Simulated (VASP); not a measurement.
# P (C2/m) in VASP: single point with PBEsol

Aim: the single point of P with PBEsol.

All numbers are computed with VASP 6.6.1; they aren't measurements. Logs are shortened: lines on timing, memory, paths and dates and some standing lists are left out, and cuts for length are marked.

## (1) The cell of the first run

The structure is monoclinic, space group C2/m (No. 12). The conventional cell has a = 5.978 Å, b = 3.451 Å, c = 3.710 Å, α = 90.00°, β = 122.49°, γ = 90.00°. P (site symmetry m) has 6 P at 2.16 to 2.95 Å within 3.0 Å.

## (2) Single point, PBEsol (shortest bond scaled by 0.94)

File INCAR:

```
SYSTEM = P
PREC     = Accurate       ! precision mode
ENCUT    = 520            ! plane-wave cutoff, eV
EDIFF    = 1E-7           ! SCF threshold, eV
ISMEAR   = -1             ! smearing method
SIGMA    = 0.05           ! smearing width, eV
LREAL    = .False.        ! projectors in reciprocal space
LASPH    = .True.         ! aspherical terms in the spheres
NELM     = 100            ! most SCF steps
ALGO     = Normal         ! electronic algorithm
ISIF     = 2              ! what is computed and relaxed
LWAVE    = .False.        ! write WAVECAR
LCHARG   = .False.        ! write CHGCAR
GGA      = PS             ! functional
NBANDS   = 12             ! bands
```

File KPOINTS:

```
regular mesh
0
Gamma
  11 11 11
  0 0 0
```

File POSCAR:

```
P
1.0
    1.7257251780      0.9963478961      3.1296800121
   -1.7257251780      0.9963478961      3.1296800121
    0.0000000000     -1.9926957921      3.1296800121
P
2
Direct
    0.2134554350      0.2134554350      0.2434554350
    0.7865445650      0.7865445650      0.7565445650
```

Potentials or basis: VASP PAW PBE potentials, release 64 (P).

The run is started by

```sh
$ cat potpaw_PBE.64/P/POTCAR > POTCAR
$ mpirun -np 1 vasp_std > vasp.out
```

OUTCAR:

```text
SYSTEM = P
   PREC = Accurate
   ENCUT = 520
   EDIFF = 1E-7
   ISMEAR = -1
   LREAL = .False.
   LASPH = .True.
   NELM = 100
   ISIF = 2
   GGA = PS

 ion  position               nearest neighbor table
   1  0.213  0.213  0.243-   2 2.16   2 2.32   2 2.32   2 2.83   2 2.83   2 2.95
   2  0.787  0.787  0.757-   1 2.16   1 2.32   1 2.32   1 2.83   1 2.83   1 2.95

  LATTYP: Found a trigonal (rhomboedric) cell.
 ALAT       =     3.7102201415
 COS(alpha) =     0.5673129383

  Lattice vectors:

 A1 = (   1.7257251780,   0.9963478961,   3.1296800121)
 A2 = (  -1.7257251780,   0.9963478961,   3.1296800121)
 A3 = (   0.0000000000,  -1.9926957921,   3.1296800121)

Analysis of symmetry for initial positions (statically):
=====================================================================
 Subroutine PRICEL returns:
 Original cell was already a primitive cell.

 Routine SETGRP: Setting up the symmetry group for a
 trigonal (rhombohedral) supercell.

 Subroutine GETGRP returns: Found  4 space group operations
 (whereof  4 operations were pure point group operations)
 out of a pool of 12 trial point group operations.

The static configuration has the point symmetry C_2h.

Analysis of symmetry for dynamics (positions and initial velocities):
=====================================================================
 Subroutine PRICEL returns:
 Original cell was already a primitive cell.

 Routine SETGRP: Setting up the symmetry group for a
 trigonal (rhombohedral) supercell.

 Subroutine GETGRP returns: Found  4 space group operations
 (whereof  4 operations were pure point group operations)
 out of a pool of 12 trial point group operations.

The dynamic configuration has the point symmetry C_2h.

 Subroutine INISYM returns: Found  4 space group operations
 (whereof  4 operations are pure point group operations),
 and found     1 'primitive' translations

----------------------------------------------------------------------------------------

                                     Primitive cell

  volume of cell :      32.2875

  direct lattice vectors                    reciprocal lattice vectors
     1.725725178  0.996347896  3.129680012     0.289733271  0.167277582  0.106507161
    -1.725725178  0.996347896  3.129680012    -0.289733271  0.167277582  0.106507161
     0.000000000 -1.992695792  3.129680012     0.000000000 -0.334555164  0.106507161

  length of vectors
     3.710220141  3.710220141  3.710220141     0.351099605  0.351099605  0.351099605

  position of ions in fractional coordinates (direct lattice)
     0.213455435  0.213455435  0.243455435
     0.786544565  0.786544565  0.756544565

  ion indices of the primitive-cell ions
   primitive index   ion index
                 1           1
                 2           2

----------------------------------------------------------------------------------------

 KPOINTS: regular mesh

Automatic generation of k-mesh.
 Grid dimensions read from file:
 generate k-points for:   11   11   11

 Generating k-lattice:

  Cartesian coordinates                     Fractional coordinates (reciprocal lattice)
     0.026339388  0.015207053  0.009682469     0.090909091  0.000000000  0.000000000
    -0.026339388  0.015207053  0.009682469     0.000000000  0.090909091  0.000000000
     0.000000000 -0.030414106  0.009682469     0.000000000  0.000000000  0.090909091

  Length of vectors
     0.031918146  0.031918146  0.031918146

  Shift w.r.t. Gamma in fractional coordinates (k-lattice)
     0.000000000  0.000000000  0.000000000

 Subroutine IBZKPT returns following result:
 ===========================================

 Found    366 irreducible k-points:

 Following reciprocal coordinates:
            Coordinates               Weight
  0.000000  0.000000  0.000000      1.000000
  0.090909 -0.000000  0.000000      4.000000
  0.000000  0.000000  0.090909      2.000000
  0.181818  0.000000  0.000000      4.000000
  0.000000  0.000000  0.181818      2.000000
  0.272727  0.000000 -0.000000      4.000000
[... 16 lines left out ...]
  0.454545  0.090909 -0.000000      4.000000
 -0.454545  0.000000 -0.090909      4.000000
 [... further k-points ...]
   k-points           NKPTS =    366   k-points in BZ     NKDIM =    366   number of bands    NBANDS=     12
   number of dos      NEDOS =    301   number of ions     NIONS =      2
   total plane-waves  NPLWV =  21952
   dimension x,y,z NGX =    28 NGY =   28 NGZ =   28
   dimension x,y,z NGXF=    56 NGYF=   56 NGZF=   56
   ions per type =               2
   NGX,Y,Z   is equivalent  to a cutoff of  12.55, 12.55, 12.55 a.u.
   NGXF,Y,Z  is equivalent  to a cutoff of  25.09, 25.09, 25.09 a.u.
 SYSTEM =  P
   PREC   = accura    normal or accurate (medium, high low for compatibility)
   ISTART =      0    job   : 0-new  1-cont  2-samecut
   ICHARG =      2    charge: 1-file 2-atom 10-const
   ISPIN  =      1    spin polarized calculation?
   LNONCOLLINEAR =      F non collinear calculations
   LSORBIT =      F    spin-orbit coupling
   LASPH  =      T    aspherical Exc in radial PAW
   ENCUT  =  520.0 eV  38.22 Ry    6.18 a.u.   6.90  6.90  6.90*2*pi/ulx,y,z
   NELM   =    100;   NELMIN=  2; NELMDL= -5     # of ELM steps
   EDIFF  = 0.1E-06   stopping-criterion for ELM
   LREAL  =      F    real-space projection
   EDIFFG = 0.1E-05   stopping-criterion for IOM
   NSW    =      0    number of steps for IOM
   IBRION =     -1    ionic relax: 0-MD 1-quasi-New 2-CG
   NFREE  =      0    steps in history (QN), initial steepest desc. (CG)
   ISIF   =      2    stress and relaxation
   ISYM   =      2    0-nonsym 1-usesym 2-fastsym
   POTIM  = 0.5000    time-step for ionic-motion
   TEBEG  =    0.0;   TEEND  =   0.0 temperature during run
   PSTRESS=    0.0 pullay stress
   NELECT =      10.0000    total number of electrons
   NUPDOWN=      -1.0000    fix difference up-down
   EMIN   =  10.00;   EMAX   =-10.00  energy-range for DOS
   EFERMI =   0.00;   METHOD = LEGACY
   ISMEAR =    -1;   SIGMA  =   0.05  broadening in eV -4-tet -1-fermi 0-gaus
   EFERMI_NEDOS =   21; number of points for ismear=-14 and -15
   IALGO  =     38    algorithm
   IMIX   =      4    mixing-type and parameters
     AMIX     =   0.40;   BMIX     =  1.00
     AMIX_MAG =   1.60;   BMIX_MAG =  1.00
  volume/ion in A,a.u.               =      16.14       108.94
  Fermi-wavevector in a.u.,A,eV,Ry     =   1.107636  2.093128 16.692396  1.226857
  Thomas-Fermi vector in A             =   2.244152
   LORBIT       =      0    0 simple, 1 ext, 2 COOP (PROOUT), +10 PAW based schemes
   GGA     = PS    functional components
   LHFCALC =     F    Hartree Fock is set to
   AEXX    =    0.0000 exact exchange contribution
   IVDW    =     0    specifies the selected vdW correction
   LEPSILON=     F    determine dielectric tensor
   LRPA    =     F    only Hartree local field effects (RPA)
 non-spin polarized calculation
  energy-cutoff  :      520.00
  volume of cell :       32.29
 maximum number of plane-waves:       882
   NGX = 13   NGY = 13   NGZ = 13

 number of electron      10.0000001 magnetization

 Free energy of the ion-electron system (eV)
  ---------------------------------------------------
  ext. energy  EPLUGINS =         0.00000000
  ---------------------------------------------------
  free energy    TOTEN  =       -11.46647385 eV

  energy without entropy =      -11.46388458  energy(sigma->0) =      -11.46517922

 E-fermi :   8.7806     XC(G=0): -10.8516

 val. band max:        8.7805221594   @ k =   0.3636   0.0909   0.0909
 cond. band min:       8.8102855697   @ k =   0.3636   0.1818   0.1818
 fundamental gap:      0.0297634102
 Fermi energy:         8.7805868719

 k-point     1 :       0.0000    0.0000    0.0000
  band No.  band energies     occupation
      1      -7.7574      2.00000
      2       5.2883      2.00000
      3       5.3601      2.00000
      4       6.0584      2.00000
      5       6.2427      2.00000
      6       9.7731      0.00000
      7      10.6448      0.00000
      8      11.9881      0.00000
      9      14.4706      0.00000
     10      15.3907      0.00000
     11      16.0622      0.00000
     12      16.5650      0.00000

 k-point     2 :       0.0909   -0.0000    0.0000
  band No.  band energies     occupation
      1      -7.6255      2.00000
      2       4.0986      2.00000
      3       5.4701      2.00000
      4       5.9292      2.00000
      5       6.6664      2.00000
      6      10.1213      0.00000
      7      10.8208      0.00000
      8      11.9641      0.00000
      9      13.9601      0.00000
     10      14.3892      0.00000
     11      15.3079      0.00000
     12      17.5216      0.00000

 k-point     3 :       0.0000    0.0000    0.0909
  band No.  band energies     occupation
      1      -7.6225      2.00000
      2       3.9723      2.00000
      3       5.4592      2.00000
      4       6.0873      2.00000
      5       6.6630      2.00000
      6      10.2322      0.00000
      7      10.8024      0.00000
      8      11.9677      0.00000
      9      13.7363      0.00000
     10      14.4886      0.00000
     11      15.2341      0.00000
     12      17.4689      0.00000

 k-point     4 :       0.1818    0.0000    0.0000
  band No.  band energies     occupation
      1      -7.2326      2.00000
      2       2.3692      2.00000
      3       5.2323      2.00000
      4       5.6595      2.00000
      5       7.2337      2.00000
      6       9.9910      0.00000
      7      11.2751      0.00000
      8      11.6026      0.00000
      9      13.4776      0.00000
     10      14.3525      0.00000
     11      14.8842      0.00000
     12      19.4167      0.00000

 k-point     5 :       0.0000    0.0000    0.1818
  band No.  band energies     occupation
      1      -7.2192      2.00000
      2       2.1799      2.00000
      3       5.2881      2.00000
      4       5.7411      2.00000
      5       7.2870      2.00000
      6      10.4943      0.00000
      7      10.8674      0.00000
      8      11.9226      0.00000
      9      13.1121      0.00000
     10      14.2737      0.00000
     11      14.7714      0.00000
     12      19.4752      0.00000
[... 228 lines left out ...]
      1      -5.9837      2.00000
      2      -0.4235      2.00000
      3       4.1224      2.00000
      4       4.9616      2.00000
      5       7.7508      2.00000
      6       9.4333      0.00000
      7      10.6729      0.00000
      8      11.2933      0.00000
      9      14.1672      0.00000
     10      16.3550      0.00000
     11      17.9724      0.00000
     12      21.9378      0.00000

 k-point    22 :       0.0909    0.0000    0.3636
  band No.  band energies     occupation
      1      -5.9097      2.00000
      2      -0.7216      2.00000
      3       4.3595      2.00000
      4       4.9261      2.00000
      5       7.7192      2.00000
      6       9.9290      0.00000
      7      10.7266      0.00000
      8      10.9935      0.00000
      9      14.3405      0.00000
     10      16.4699      0.00000
     11      17.4153      0.00000
     12      21.5515      0.00000

 k-point    23 :       0.4545    0.0909   -0.0000
  band No.  band energies     occupation
      1      -5.0139      2.00000
      2      -2.0332      2.00000
      3       4.0063      2.00000
      4       5.0718      2.00000
      5       7.6274      2.00000
      6       9.2488      0.00017
      7       9.7620      0.00000
      8      11.1274      0.00000
      9      16.4242      0.00000
     10      17.5565      0.00000
     11      19.1711      0.00000
     12      20.2579      0.00000

 k-point    24 :      -0.4545    0.0000   -0.0909
  band No.  band energies     occupation
      1      -5.0506      2.00000
      2      -1.9523      2.00000
      3       3.9311      2.00000
      4       5.1508      2.00000
      5       7.4242      2.00000
      6       9.3787      0.00001
      7       9.8578      0.00000
      8      11.0824      0.00000
      9      15.9965      0.00000
     10      17.5196      0.00000
     11      19.5142      0.00000
     12      20.5449      0.00000

 [... further k-points ...]

------------------------ aborting loop because EDIFF is reached ----------------------------------------

  FORCE on cell =-STRESS in cart. coord.  units (eV):
  Direction    XX          YY          ZZ          XY          YZ          ZX
  --------------------------------------------------------------------------------------
  -------------------------------------------------------------------------------------
  Total       -0.0358680      0.6618869      0.0972309      0.0000000      0.8022570      0.0000000
  in kB       -1.7798537     32.8443381      4.8248213      0.0000000     39.8098224      0.0000000
  external PRESSURE =      11.9631019 kB  Pullay stress =       0.0000000 kB

 VOLUME and BASIS-vectors are now :
 -----------------------------------------------------------------------------
  energy-cutoff  :      520.00
  volume of cell :       32.29
      direct lattice vectors                 reciprocal lattice vectors
     1.725725178  0.996347896  3.129680012     0.289733271  0.167277582  0.106507161
    -1.725725178  0.996347896  3.129680012    -0.289733271  0.167277582  0.106507161
     0.000000000 -1.992695792  3.129680012     0.000000000 -0.334555164  0.106507161

 POSITION                                       TOTAL-FORCE (eV/Angst)
 -----------------------------------------------------------------------------------
      0.00000     -0.05978      2.09803         0.000000      0.945332      1.016855
      0.00000      0.05978      7.29101         0.000000     -0.945332     -1.016855
 -----------------------------------------------------------------------------------
    total drift:                               -0.000000     -0.000000     -0.000000

  FREE ENERGIE OF THE ION-ELECTRON SYSTEM (eV)
  ---------------------------------------------------
  free  energy   TOTEN  =       -11.4664738520 eV

  energy  without entropy=      -11.4638845834  energy(sigma->0) =      -11.46517922
```

Wall time 82 s (1 thread of AMD EPYC 7R43 (Zen 3), shared host); peak memory 0.19 GiB.

What came out:

```
Free energy            : -11.4665 eV
Pressure               : 1.2 GPa
Largest force          : 1.388 eV/Å
Band gap on the k mesh : zero (bands 5 and 6 overlap by 0.84 eV)
```

Forces in eV/Å, atoms in the order of the input:
```
P    0.000  0.945  1.017
P    0.000 -0.945 -1.017
```

Caveat: the cell differs from its parent crystal (shortest bond scaled by 0.94); the PAW data sets were made with another functional, which shifts forces and pressure a little.

The gap in the log of VASP goes by the Fermi energy; the results here count the filled bands.